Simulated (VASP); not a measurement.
# BaTe (Fm-3m) in VASP: a series of runs, part 2 of 2

VASP 6.6.1.

### Step 3. Elastic constants, PBEsol

This run uses another cell than the first one, of 34.23 Å³/atom.

File INCAR:

```
SYSTEM = BaTe
PREC = Accurate
ENCUT = 600
EDIFF = 1E-8
ISMEAR = 0
SIGMA = 0.01
LREAL = .False.
LASPH = .True.
NELM = 100
ALGO = Normal
ISIF = 3
LWAVE = .False.
LCHARG = .True.
GGA = PS
NBANDS = 15
IBRION = 6
NFREE = 2
POTIM = 0.015
NSW = 1
```

File KPOINTS:

```
regular mesh
0
Gamma
  6 6 6
  0 0 0
```

File POSCAR:

```
BaTe
1.0
    0.0000000000      3.2468371053      3.2468371053
    3.2468371053      0.0000000000      3.2468371053
    3.2468371053      3.2468371053      0.0000000000
Ba Te
1 1
Direct
    0.0000000000      0.0000000000      0.0000000000
    0.5000000000      0.5000000000      0.5000000000
```

Potentials or basis: VASP PAW PBE potentials, release 64 (Ba_sv, Te).

The run is started by

```console
> cat potpaw_PBE.64/Ba_sv/POTCAR potpaw_PBE.64/Te/POTCAR > POTCAR
> mpirun -np 1 vasp_std > vasp.out
```

OUTCAR:

```text
SYSTEM = BaTe
   PREC = Accurate
   ENCUT = 600
   EDIFF = 1E-8
   ISMEAR = 0
   LREAL = .False.
   LASPH = .True.
   NELM = 100
   ISIF = 3
   GGA = PS
   IBRION = 6
   NFREE = 2
   POTIM = 0.015
   NSW = 1

 ion  position               nearest neighbor table
   1  0.000  0.000  0.000-   2 3.25   2 3.25   2 3.25   2 3.25   2 3.25   2 3.25
   2  0.500  0.500  0.500-   1 3.25   1 3.25   1 3.25   1 3.25   1 3.25   1 3.25

  LATTYP: Found a face centered cubic cell.
 ALAT       =     6.4936742106

  Lattice vectors:

 A1 = (   0.0000000000,   3.2468371053,   3.2468371053)
 A2 = (   3.2468371053,   0.0000000000,   3.2468371053)
 A3 = (   3.2468371053,   3.2468371053,   0.0000000000)

Analysis of symmetry for initial positions (statically):
=====================================================================
 Subroutine PRICEL returns:
 Original cell was already a primitive cell.

 Routine SETGRP: Setting up the symmetry group for a
 face centered cubic supercell.

 Subroutine GETGRP returns: Found 48 space group operations
 (whereof 48 operations were pure point group operations)
 out of a pool of 48 trial point group operations.

The static configuration has the point symmetry O_h .

Analysis of symmetry for dynamics (positions and initial velocities):
=====================================================================
 Subroutine PRICEL returns:
 Original cell was already a primitive cell.

 Routine SETGRP: Setting up the symmetry group for a
 face centered cubic supercell.

 Subroutine GETGRP returns: Found 48 space group operations
 (whereof 48 operations were pure point group operations)
 out of a pool of 48 trial point group operations.

The dynamic configuration has the point symmetry O_h .

 Subroutine INISYM returns: Found 48 space group operations
 (whereof 48 operations are pure point group operations),
 and found     1 'primitive' translations

----------------------------------------------------------------------------------------

                                     Primitive cell

  volume of cell :      68.4560

  direct lattice vectors                    reciprocal lattice vectors
     0.000000000  3.246837105  3.246837105    -0.153996023  0.153996023  0.153996023
     3.246837105  0.000000000  3.246837105     0.153996023 -0.153996023  0.153996023
     3.246837105  3.246837105  0.000000000     0.153996023  0.153996023 -0.153996023

  length of vectors
     4.591721069  4.591721069  4.591721069     0.266728935  0.266728935  0.266728935

  position of ions in fractional coordinates (direct lattice)
     0.000000000  0.000000000  0.000000000
     0.500000000  0.500000000  0.500000000

  ion indices of the primitive-cell ions
   primitive index   ion index
[... 299 lines left out ...]
 Free energy of the ion-electron system (eV)
  ---------------------------------------------------
  ext. energy  EPLUGINS =         0.00000000
  ---------------------------------------------------
  free energy    TOTEN  =        -8.74227012 eV

  energy without entropy =       -8.74227012  energy(sigma->0) =       -8.74227012

 E-fermi :   3.8879     XC(G=0):  -9.3497

 val. band max:        3.7887471778   @ k =   0.0000   0.0000   0.0000
 cond. band min:       4.5605753344   @ k =   0.0000   0.5000   0.5000
 fundamental gap:      0.7718281566
 Fermi energy:         3.8878909559

 k-point     1 :       0.0000    0.0000    0.0000
  band No.  band energies     occupation
      1     -22.7393      2.00000
      2      -7.9359      2.00000
      3      -7.9355      2.00000
      4      -7.9355      2.00000
      5      -6.3766      2.00000
      6       3.7885      2.00000
      7       3.7885      2.00000
      8       3.7887      2.00000
      9       6.3774      0.00000
     10       6.3781      0.00000
     11       6.3781      0.00000
     12       7.3040      0.00000
     13       7.3051      0.00000
     14       7.5174      0.00000
[... 401 lines left out ...]
      2      -8.6774      2.00000
      3      -8.3142      2.00000
      4      -8.0300      2.00000
      5      -5.3376      2.00000
      6       1.6980      2.00000
      7       2.4636      2.00000
      8       2.6764      2.00000
      9       6.8056      0.00000
     10       8.6641      0.00000
     11       8.8145      0.00000
     12       9.4440      0.00000
     13      11.1436      0.00000
     14      11.5711      0.00000
     15      12.7692      0.00000

 [... further k-points ...]

------------------------ aborting loop because EDIFF is reached ----------------------------------------

  FORCE on cell =-STRESS in cart. coord.  units (eV):
  Direction    XX          YY          ZZ          XY          YZ          ZX
  --------------------------------------------------------------------------------------
  -------------------------------------------------------------------------------------
  Total        4.6000577      4.5921262      4.5921262     -0.0000000      0.0000000      0.0000000
  in kB      107.6619813    107.4763488    107.4763488     -0.0000000      0.0000000      0.0000000
  external PRESSURE =     107.5382263 kB  Pullay stress =       0.0000000 kB
[... 17 lines left out ...]
  FREE ENERGIE OF THE ION-ELECTRON SYSTEM (eV)
  ---------------------------------------------------
  free  energy   TOTEN  =        -8.7422701206 eV

  energy  without entropy=       -8.7422701206  energy(sigma->0) =       -8.74227012

 INTERNAL STRAIN TENSORS FROM STRAINED CELLS
 ============================================

 INTERNAL STRAIN TENSOR FOR ION    1 for displacements in x,y,z  (eV/Angst):
          X           Y           Z          XY          YZ          ZX
  --------------------------------------------------------------------------------
  x     0.00000     0.00000     0.00000    -0.00000     0.00000     0.00000
  y    -0.00000     0.00000    -0.00000    -0.00000     0.00000     0.00000
  z     0.00000    -0.00000    -0.00000    -0.00000    -0.00000     0.00000

 INTERNAL STRAIN TENSORS FROM DISPLACED ATOMS
 ============================================

 INTERNAL STRAIN TENSOR FOR ION    1 for displacements in x,y,z  (eV/Angst):
          X           Y           Z          XY          YZ          ZX
  --------------------------------------------------------------------------------
  x     0.00000     0.00000     0.00000     0.00000     0.00000     0.00000
  y     0.00000     0.00000     0.00000     0.00000     0.00000     0.00000
  z     0.00000     0.00000     0.00000     0.00000     0.00000     0.00000

 INTERNAL STRAIN TENSOR FOR ION    2 for displacements in x,y,z  (eV/Angst):
          X           Y           Z          XY          YZ          ZX
  --------------------------------------------------------------------------------
  x     0.00000     0.00000     0.00000     0.00000     0.00000     0.00000
  y     0.00000     0.00000     0.00000     0.00000     0.00000     0.00000
  z     0.00000     0.00000     0.00000     0.00000     0.00000     0.00000

 Eigenvectors and eigenvalues of the dynamical matrix
 ----------------------------------------------------

   1 f  =    4.108071 THz    25.811771 2PiTHz  137.030498 cm-1    16.989609 meV
             X         Y         Z           dx          dy          dz
      0.000000  0.000000  0.000000     0.693754   -0.000000   -0.000000
      3.246837  3.246837  3.246837    -0.720212   -0.000000   -0.000000
[... 21 lines left out ...]
   6 f/i=    0.001428 THz     0.008975 2PiTHz    0.047649 cm-1     0.005908 meV
             X         Y         Z           dx          dy          dz
      0.000000  0.000000  0.000000    -0.025485   -0.340326   -0.634219
      3.246837  3.246837  3.246837    -0.024549   -0.327824   -0.610920

--------------------------------------------------------------------------------------------------------

 ELASTIC MODULI CONTR FROM IONIC RELAXATION (kBar)
 Direction    XX          YY          ZZ          XY          YZ          ZX
 --------------------------------------------------------------------------------
 XX           0.0000      0.0000      0.0000      0.0000      0.0000      0.0000
 YY           0.0000      0.0000      0.0000      0.0000      0.0000      0.0000
 ZZ           0.0000      0.0000      0.0000      0.0000      0.0000      0.0000
 XY           0.0000      0.0000      0.0000      0.0000      0.0000      0.0000
 YZ           0.0000      0.0000      0.0000      0.0000      0.0000      0.0000
 ZX           0.0000      0.0000      0.0000      0.0000      0.0000      0.0000
 --------------------------------------------------------------------------------

 TOTAL ELASTIC MODULI (kBar)
 Direction    XX          YY          ZZ          XY          YZ          ZX
 --------------------------------------------------------------------------------
 XX        1810.6997     49.4293     49.4293      0.0000      0.0000      0.0000
 YY          49.4293   1810.6997     49.4293      0.0000     -0.0000      0.0000
 ZZ          49.4293     49.4293   1810.6997      0.0000      0.0000      0.0000
 XY           0.0000      0.0000      0.0000     56.9854     -0.0000      0.0000
 YZ           0.0000     -0.0000      0.0000     -0.0000     56.9854      0.0000
 ZX           0.0000      0.0000      0.0000      0.0000      0.0000     56.9854
 --------------------------------------------------------------------------------
```

It took 4.8 min on 1 thread of Intel Xeon 6975P-C (Granite Rapids), shared host; peak memory 0.35 GiB.

Results:

```yaml
Elastic_constants_C11_C12_C44: 181, 5, 6 GPa
Voigt_bulk_modulus: 64 GPa
Highest_phonon_frequency_at_Γ_LO-TO_splitting_left_out: 137 cm⁻¹
```

Phonon frequencies in cm⁻¹ (negative: imaginary):
```tsv
q point	frequencies
(0.000, 0.000, 0.000)	0 0 0 137 137 137
```

Elastic tensor in Voigt notation (GPa, in the Cartesian axes of the cell as first typed):
```
181   5   5   0   0   0
  5 181   5   0   0   0
  5   5 181   0   0   0
  0   0   0   6   0   0
  0   0   0   0   6   0
  0   0   0   0   0   6
```

Clamped-ion elastic tensor (GPa):
```
181   5   5   0   0   0
  5 181   5   0   0   0
  5   5 181   0   0   0
  0   0   0   6   0   0
  0   0   0   0   6   0
  0   0   0   0   0   6
```

Caveat: the cell is under stress, which shifts elastic constants; the PAW data sets were made with another functional, which shifts forces and pressure a little; spin-orbit coupling is left out, which moves the levels of the heavy elements.

### Step 4. Elastic constants, PBEsol

This run uses another cell than the first one, of 35.82 Å³/atom.

File INCAR:

```
SYSTEM = BaTe
PREC = Accurate
ENCUT = 600
EDIFF = 1E-8
ISMEAR = 0
SIGMA = 0.01
LREAL = .FALSE.
LASPH = .TRUE.
NELM = 60
ALGO = Normal
ISIF = 3
LWAVE = .FALSE.
LCHARG = .FALSE.
GGA = PS
IBRION = 6
NFREE = 2
POTIM = 0.015
NSW = 1
```

File KPOINTS:

```
regular mesh
0
G
  6 6 6
  0 0 0
```

File POSCAR:

```
BaTe
1.0
    0.0000000000      3.2963438399      3.2963438399
    3.2963438399      0.0000000000      3.2963438399
    3.2963438399      3.2963438399      0.0000000000
Ba Te
1 1
Direct
    0.0000000000      0.0000000000      0.0000000000
    0.5000000000      0.5000000000      0.5000000000
```

Potentials or basis: VASP PAW PBE potentials, release 64 (Ba_sv, Te).

The run is started by

```console
> cat potpaw_PBE.64/Ba_sv/POTCAR potpaw_PBE.64/Te/POTCAR > POTCAR
> mpirun -np 1 vasp_std > vasp.out
```

OUTCAR:

```text
SYSTEM = BaTe
   PREC = Accurate
   ENCUT = 600
   EDIFF = 1E-8
   ISMEAR = 0
   LREAL = .FALSE.
   LASPH = .TRUE.
   NELM = 60
   ISIF = 3
   GGA = PS
   IBRION = 6
   NFREE = 2
   POTIM = 0.015
   NSW = 1

 ion  position               nearest neighbor table
   1  0.000  0.000  0.000-   2 3.30   2 3.30   2 3.30   2 3.30   2 3.30   2 3.30
[... 803 lines left out ...]
      0.000000  0.000000  0.000000     0.689109   -0.048009   -0.067575
      3.296344  3.296344  3.296344    -0.714749    0.049795    0.070089
[... 21 lines left out ...]
   6 f/i=    0.000387 THz     0.002431 2PiTHz    0.012905 cm-1     0.001600 meV
             X         Y         Z           dx          dy          dz
      0.000000  0.000000  0.000000    -0.065604   -0.313183   -0.644880
      3.296344  3.296344  3.296344    -0.063251   -0.301949   -0.621746

--------------------------------------------------------------------------------------------------------

 ELASTIC MODULI CONTR FROM IONIC RELAXATION (kBar)
 Direction    XX          YY          ZZ          XY          YZ          ZX
 --------------------------------------------------------------------------------
 XX           0.0000      0.0000      0.0000      0.0000      0.0000      0.0000
 YY           0.0000      0.0000      0.0000      0.0000      0.0000      0.0000
 ZZ           0.0000      0.0000      0.0000      0.0000      0.0000      0.0000
 XY           0.0000      0.0000      0.0000      0.0000      0.0000      0.0000
 YZ           0.0000      0.0000      0.0000      0.0000      0.0000      0.0000
 ZX           0.0000      0.0000      0.0000      0.0000      0.0000      0.0000
 --------------------------------------------------------------------------------

 TOTAL ELASTIC MODULI (kBar)
 Direction    XX          YY          ZZ          XY          YZ          ZX
 --------------------------------------------------------------------------------
 XX        1532.9789     61.7468     61.7468     -0.0000      0.0000     -0.0000
 YY          61.7468   1532.9789     61.7468     -0.0000      0.0000      0.0000
 ZZ          61.7468     61.7468   1532.9789      0.0000      0.0000     -0.0000
 XY          -0.0000     -0.0000      0.0000     74.5480     -0.0000      0.0000
 YZ           0.0000      0.0000      0.0000     -0.0000     74.5480      0.0000
 ZX          -0.0000      0.0000     -0.0000      0.0000      0.0000     74.5480
 --------------------------------------------------------------------------------
```

stdout:

```text
POSCAR found type information on POSCAR BaTe
 POSCAR found :  2 types and       2 ions
 scaLAPACK will be used
 -----------------------------------------------------------------------------
|                                                                             |
|                                                                             |
|     You enforced a specific xc type in the INCAR file but a different       |
|     I HOPE YOU KNOW WHAT YOU ARE DOING!                                     |
|                                                                             |
[... 33 lines left out ...]
 Finite differences progress:
 bond charge predicted
 Finite differences progress:
 bond charge predicted
 Finite differences progress:
 bond charge predicted
 Finite differences progress:
 bond charge predicted
 Finite differences progress:
 bond charge predicted
 Finite differences progress:
```

Wall time 4.2 min (1 thread of Intel Xeon 6975P-C (Granite Rapids), shared host); peak memory 0.33 GiB.

Results:

```
Elastic constants C11, C12, C44                         : 153, 6, 7 GPa
Voigt bulk modulus                                      : 55 GPa
Highest phonon frequency at Γ, LO-TO splitting left out : 129 cm⁻¹
```

Phonon frequencies in cm⁻¹ (negative: imaginary):
| q point | frequencies |
| --- | --- |
| (0.000, 0.000, 0.000) | 0 0 0 129 129 129 |

Elastic tensor in Voigt notation (GPa, in the Cartesian axes of the cell as first typed):
```
153   6   6   0   0   0
  6 153   6   0   0   0
  6   6 153   0   0   0
  0   0   0   7   0   0
  0   0   0   0   7   0
  0   0   0   0   0   7
```

Clamped-ion elastic tensor (GPa):
```
153   6   6   0   0   0
  6 153   6   0   0   0
  6   6 153   0   0   0
  0   0   0   7   0   0
  0   0   0   0   7   0
  0   0   0   0   0   7
```

Caveat: the cell is under stress, which shifts elastic constants; the PAW data sets were made with another functional, which shifts forces and pressure a little; spin-orbit coupling is left out, which moves the levels of the heavy elements.

### Step 5. Elastic constants, PBEsol

This run uses another cell than the first one, of 37.85 Å³/atom.

File INCAR:

```
ALGO = Normal
EDIFF = 1E-8
ENCUT = 600
GGA = PS
IBRION = 6
ISIF = 3
ISMEAR = 0
LASPH = T
LCHARG = F
LREAL = F
LWAVE = F
NELM = 80
NFREE = 2
NSW = 1
POTIM = 0.015
PREC = Accurate
SIGMA = 0.01
```

File KPOINTS:

```
k-points
0
Gamma
  6 6 6
```

File POSCAR:

```
BaTe
1.0
    0.0000000000      3.3575363842      3.3575363842
    3.3575363842      0.0000000000      3.3575363842
    3.3575363842      3.3575363842      0.0000000000
Ba Te
1 1
Direct
    0.0000000000      0.0000000000      0.0000000000
    0.5000000000      0.5000000000      0.5000000000
```

The run is started by

```console
> cat potpaw_PBE.64/Ba_sv/POTCAR potpaw_PBE.64/Te/POTCAR > POTCAR
> mpirun -np 1 vasp_std > vasp.out
```

Wall time 4.1 min (1 thread of Intel Xeon 6975P-C (Granite Rapids), shared host); peak memory 0.34 GiB.

The run converged. Its results:

```
Elastic constants C11, C12, C44                         : 124, 7, 9 GPa
Voigt bulk modulus                                      : 46 GPa
Highest phonon frequency at Γ, LO-TO splitting left out : 118 cm⁻¹
```

Phonon frequencies in cm⁻¹ (negative: imaginary):
| q point | frequencies |
| --- | --- |
| (0.000, 0.000, 0.000) | 0 0 0 118 118 118 |

Elastic tensor in Voigt notation (GPa, in the Cartesian axes of the cell as first typed):
```
124   7   7   0   0   0
  7 124   7   0   0   0
  7   7 124   0   0   0
  0   0   0   9   0   0
  0   0   0   0   9   0
  0   0   0   0   0   9
```

Clamped-ion elastic tensor (GPa):
```
124   7   7   0   0   0
  7 124   7   0   0   0
  7   7 124   0   0   0
  0   0   0   9   0   0
  0   0   0   0   9   0
  0   0   0   0   0   9
```

Caveat: the cell is under stress, which shifts elastic constants; the PAW data sets were made with another functional, which shifts forces and pressure a little; spin-orbit coupling is left out, which moves the levels of the heavy elements.

### Step 6. Elastic constants, PBEsol

This run uses another cell than the first one, of 39.61 Å³/atom.

File INCAR:

```
PREC = Accurate ; ENCUT = 600
EDIFF = 1E-8 ; ISMEAR = 0
SIGMA = 0.01 ; LREAL = F
LASPH = T ; NELM = 80
ALGO = Normal ; ISIF = 3
LWAVE = F ; LCHARG = F
GGA = PS ; IBRION = 6
NFREE = 2 ; POTIM = 0.015
NSW = 1
```

File KPOINTS:

```
regular mesh
0
Gamma
  6 6 6
```

File POSCAR:

```
BaTe
1.0
    0.0000000000      3.4087365968      3.4087365968
    3.4087365968      0.0000000000      3.4087365968
    3.4087365968      3.4087365968      0.0000000000
Ba Te
1 1
Direct
    0.0000000000      0.0000000000      0.0000000000
    0.5000000000      0.5000000000      0.5000000000
```

Potentials or basis: VASP PAW PBE potentials, release 64 (Ba_sv, Te).

The run is started by

```console
> cat potpaw_PBE.64/Ba_sv/POTCAR potpaw_PBE.64/Te/POTCAR > POTCAR
> mpirun -np 1 vasp_std > vasp.out
```

It took 9.9 min on 1 thread of Oxide Virtual Turin-like, shared host; peak memory 0.31 GiB.

The run converged. Its results:

```
Elastic constants C11, C12, C44                         : 104, 8, 10 GPa
Voigt bulk modulus                                      : 40 GPa
Highest phonon frequency at Γ, LO-TO splitting left out : 109 cm⁻¹
```

Phonon frequencies in cm⁻¹ (negative: imaginary):
```
              q point        frequencies
(0.000, 0.000, 0.000)  0 0 0 109 109 109
```

Elastic tensor in Voigt notation (GPa, in the Cartesian axes of the cell as first typed):
```
104   8   8   0   0   0
  8 104   8   0   0   0
  8   8 104   0   0   0
  0   0   0  10   0   0
  0   0   0   0  10   0
  0   0   0   0   0  10
```

Clamped-ion elastic tensor (GPa):
```
104   8   8   0   0   0
  8 104   8   0   0   0
  8   8 104   0   0   0
  0   0   0  10   0   0
  0   0   0   0  10   0
  0   0   0   0   0  10
```

Caveat: the cell is under stress, which shifts elastic constants; the PAW data sets were made with another functional, which shifts forces and pressure a little; spin-orbit coupling is left out, which moves the levels of the heavy elements.
